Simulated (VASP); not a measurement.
# Bi (P6_3/mmc) in VASP: single point with PBE

Aim: the single point of Bi with PBE.

All numbers are computed with VASP 6.6.1; they aren't measurements. Logs are shortened: lines on timing, memory, paths and dates and some standing lists are left out, and cuts for length are marked.

**1. The cell of the first run**

Symmetry: P6_3/mmc, No. 194, hexagonal system. Conventional cell: a = 3.682 Å, b = 3.682 Å, c = 5.473 Å, α = 90.00°, β = 90.00°, γ = 120.00°. Within 4.6 Å of Bi (site symmetry -6m2) lie 12 Bi at 3.47 to 3.68 Å.

**2. Single point, PBE, non-collinear spin, zero start, spin-orbit coupling**

INCAR reads:

```
SYSTEM = Bi
ALGO = Normal
EDIFF = 1E-6
ENCUT = 520
GGA = PE
GGA_COMPAT = .FALSE.
ISIF = 2
ISMEAR = -1
LASPH = .TRUE.
LCHARG = .FALSE.
LNONCOLLINEAR = .TRUE.
LORBIT = 11
LORBMOM = .TRUE.
LREAL = .FALSE.
LSORBIT = .TRUE.
LWAVE = .FALSE.
MAGMOM = 0 0 0 0 0 0
NBANDS = 42
NELM = 150
PREC = Accurate
SIGMA = 0.0951
```

KPOINTS reads:

```
k-points
0
G
  5 5 2
  0 0 0
```

POSCAR reads:

```
Bi
1.0
    3.6815232850      0.0000000000      0.0000000000
   -1.8407616425      3.1882926894      0.0000000000
    0.0000000000      0.0000000000      5.4733476315
Bi
2
Direct
    0.3333333333      0.6666666667      0.2500000000
    0.6666666667      0.3333333333      0.7500000000
```

Potentials or basis: VASP PAW PBE potentials, release 64 (Bi_d).

Launch:

```
$ cat potpaw_PBE.64/Bi_d/POTCAR > POTCAR
$ mpirun -np 1 vasp_ncl > vasp.out
```

OUTCAR:

```text
SYSTEM = Bi
   EDIFF = 1E-6
   ENCUT = 520
   GGA = PE
   ISIF = 2
   ISMEAR = -1
   LASPH = .TRUE.
   LNONCOLLINEAR = .TRUE.
   LORBIT = 11
   LREAL = .FALSE.
   LSORBIT = .TRUE.
   NELM = 150
   PREC = Accurate

 ion  position               nearest neighbor table
   1  0.333  0.667  0.250-   2 3.47   2 3.47   2 3.47   2 3.47   2 3.47   2 3.47
   2  0.667  0.333  0.750-   1 3.47   1 3.47   1 3.47   1 3.47   1 3.47   1 3.47

  LATTYP: Found a hexagonal cell.
 ALAT       =     3.6815232850
 C/A-ratio  =     1.4867073241

  Lattice vectors:

 A1 = (   3.6815232850,   0.0000000000,   0.0000000000)
 A2 = (  -1.8407616425,   3.1882926894,   0.0000000000)
 A3 = (   0.0000000000,   0.0000000000,   5.4733476315)

Analysis of symmetry for initial positions (statically):
=====================================================================
 Subroutine PRICEL returns:
 Original cell was already a primitive cell.

 Routine SETGRP: Setting up the symmetry group for a
 hexagonal supercell.

 Subroutine GETGRP returns: Found 24 space group operations
 (whereof 12 operations were pure point group operations)
 out of a pool of 24 trial point group operations.

The static configuration has the point symmetry D_3d.
 The point group associated with its full space group is D_6h.

Analysis of symmetry for dynamics (positions and initial velocities):
=====================================================================
 Subroutine PRICEL returns:
 Original cell was already a primitive cell.

 Routine SETGRP: Setting up the symmetry group for a
 hexagonal supercell.

 Subroutine GETGRP returns: Found 24 space group operations
 (whereof 12 operations were pure point group operations)
 out of a pool of 24 trial point group operations.

The dynamic configuration has the point symmetry D_3d.
 The point group associated with its full space group is D_6h.

Analysis of structural, dynamic, and magnetic symmetry:
=====================================================================
 Subroutine PRICEL returns:
 Original cell was already a primitive cell.

 Routine SETGRP: Setting up the symmetry group for a
 hexagonal supercell.

 Subroutine GETGRP returns: Found 24 space group operations
 (whereof 12 operations were pure point group operations)
 out of a pool of 24 trial point group operations.

The overall configuration has the point symmetry D_3d.
 The point group associated with its full space group is D_6h.

 Subroutine INISYM returns: Found 24 space group operations
 (whereof 12 operations are pure point group operations),
 and found     1 'primitive' translations

----------------------------------------------------------------------------------------
[... 610 lines left out ...]
    total drift:                               -0.000000      0.000000     -0.000000

  FREE ENERGIE OF THE ION-ELECTRON SYSTEM (eV)
  ---------------------------------------------------
  free  energy   TOTEN  =        -9.3107576754 eV

  energy  without entropy=       -9.2693318900  energy(sigma->0) =       -9.29004478

 orbital moment (x)

 # of ion     p       d       tot
 ----------------------------------------
  1         0.000   0.000   0.000
  2         0.000   0.000   0.000
 ----------------------------------------
            0.000   0.000   0.000

 orbital moment (y)

 # of ion     p       d       tot
 ----------------------------------------
  1        -0.000   0.000   0.000
  2         0.000  -0.000   0.000
 ----------------------------------------
            0.000   0.000   0.000

 orbital moment (z)

 # of ion     p       d       tot
 ----------------------------------------
  1         0.000  -0.000   0.000
  2         0.000   0.000   0.000
 ----------------------------------------
            0.000  -0.000   0.000

 Spin-Orbit-Coupling matrix elements

 Ion:    1  E_soc:     -1.6895368
 l=   1
     0.0000000    -0.2147349    -0.2170336
    -0.2147349     0.0000000    -0.2147349
    -0.2170336    -0.2147349     0.0000000
 l=   2
     0.0000000    -0.0131848     0.0000000    -0.0131848    -0.0528365
    -0.0131848     0.0000000    -0.0397754    -0.0131384    -0.0131848
     0.0000000    -0.0397754     0.0000000    -0.0397754     0.0000000
    -0.0131848    -0.0131384    -0.0397754     0.0000000    -0.0131848
    -0.0528365    -0.0131848     0.0000000    -0.0131848     0.0000000
 l=   3
     0.0000000     0.0000000     0.0000000     0.0000000     0.0000000     0.0000000     0.0000000
     0.0000000     0.0000000     0.0000000     0.0000000     0.0000000     0.0000000     0.0000000
     0.0000000     0.0000000     0.0000000     0.0000000     0.0000000     0.0000000     0.0000000
     0.0000000     0.0000000     0.0000000     0.0000000     0.0000000     0.0000000     0.0000000
     0.0000000     0.0000000     0.0000000     0.0000000     0.0000000     0.0000000     0.0000000
     0.0000000     0.0000000     0.0000000     0.0000000     0.0000000     0.0000000     0.0000000
     0.0000000     0.0000000     0.0000000     0.0000000     0.0000000     0.0000000     0.0000000

 Ion:    2  E_soc:     -1.6895368
 l=   1
     0.0000000    -0.2147349    -0.2170336
    -0.2147349     0.0000000    -0.2147349
    -0.2170336    -0.2147349     0.0000000
 l=   2
     0.0000000    -0.0131848     0.0000000    -0.0131848    -0.0528365
    -0.0131848     0.0000000    -0.0397754    -0.0131384    -0.0131848
     0.0000000    -0.0397754     0.0000000    -0.0397754     0.0000000
    -0.0131848    -0.0131384    -0.0397754     0.0000000    -0.0131848
    -0.0528365    -0.0131848     0.0000000    -0.0131848     0.0000000
 l=   3
     0.0000000     0.0000000     0.0000000     0.0000000     0.0000000     0.0000000     0.0000000
     0.0000000     0.0000000     0.0000000     0.0000000     0.0000000     0.0000000     0.0000000
     0.0000000     0.0000000     0.0000000     0.0000000     0.0000000     0.0000000     0.0000000
     0.0000000     0.0000000     0.0000000     0.0000000     0.0000000     0.0000000     0.0000000
     0.0000000     0.0000000     0.0000000     0.0000000     0.0000000     0.0000000     0.0000000
     0.0000000     0.0000000     0.0000000     0.0000000     0.0000000     0.0000000     0.0000000
     0.0000000     0.0000000     0.0000000     0.0000000     0.0000000     0.0000000     0.0000000

 total charge

# of ion       s       p       d       tot
------------------------------------------
    1        1.549   1.255   9.920  12.724
    2        1.549   1.255   9.920  12.724
--------------------------------------------------
tot          3.099   2.510  19.839  25.448

 magnetization (x)

# of ion       s       p       d       tot
------------------------------------------
    1        0.000   0.000   0.000   0.000
    2       -0.000   0.000   0.000   0.000
--------------------------------------------------
tot         -0.000   0.000   0.000   0.000

 magnetization (y)

# of ion       s       p       d       tot
------------------------------------------
    1        0.000  -0.000  -0.000  -0.000
    2       -0.000  -0.000   0.000  -0.000
--------------------------------------------------
tot         -0.000  -0.000   0.000  -0.000

 magnetization (z)

# of ion       s       p       d       tot
------------------------------------------
    1        0.000   0.000   0.000   0.000
    2        0.000   0.000   0.000   0.000
--------------------------------------------------
tot          0.000   0.000   0.000   0.000
```

stdout:

```text
POSCAR found type information on POSCAR Bi
 POSCAR found :  1 types and       2 ions
 scaLAPACK will be used
 LDA part: xc-table for (Slater+PW92), standard interpolation
 POSCAR, INCAR and KPOINTS ok, starting setup
 FFT: planning ... GRIDC
 FFT: planning ... GRID_SOFT
 FFT: planning ... GRID
 WAVECAR not read
 entering main loop
```

It took 75 s on 1 thread of Intel Xeon Platinum 8259CL at 2.50GHz (Skylake/Cascade Lake), shared host; peak memory 0.3 GiB.

Results:

* Free energy: -9.3108 eV
* Pressure: -0.4 GPa
* Net moment: 0.00 μB per cell
* Valence electrons inside the program's atomic spheres: Bi 12.72

Moments on the atoms (μB; x, y, z):
```
Bi  0.00 0.00 0.00
Bi  0.00 0.00 0.00
```

Caveat: the k points lie up to 0.57 Å⁻¹ apart.
